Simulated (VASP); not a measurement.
Crystal: CsSnI3.

```
Cs I Sn
1.0
     6.12183    0.00000    0.00000
     0.00000    6.12183    0.00000
     0.00000    0.00000    6.12183
Cs I Sn
1 3 1
Direct
  0.00000 0.00000 0.00000
  0.50000 0.50000 0.00000
  0.50000 0.00000 0.50000
  0.00000 0.50000 0.50000
  0.50000 0.50000 0.50000
```

This cell differs from its parent crystal: volume scaled by 0.96.

Base run:

| Quantity | Value |
| --- | --- |
| Program | VASP 6.6.1 |
| Functional | PBE |
| Potentials or basis | VASP PAW PBE potentials, release 64 (Cs_sv, I, Sn_d) |
| Cutoff | 520 eV |
| k mesh | 5 × 5 × 5 |
| Occupations | fermi-dirac, width 0.05 eV |
| Spin | no spin polarisation |

Its results: band gap on the k mesh 1.70 eV, direct; pressure 1.3 GPa.

Problem. The run is repeated on the same cell with these changes: functional from PBE to LDA; potentials or basis from VASP PAW PBE potentials, release 64 (Cs_sv, I, Sn_d) to VASP PAW LDA potentials, release 64 (Cs_sv, I, Sn_d). What comes out?

Solution. Band gap on the k mesh 1.70 eV, direct; pressure -0.9 GPa.

Caveats: spin-orbit coupling is left out, which moves the levels of the heavy elements.

A k mesh can miss the band edges.
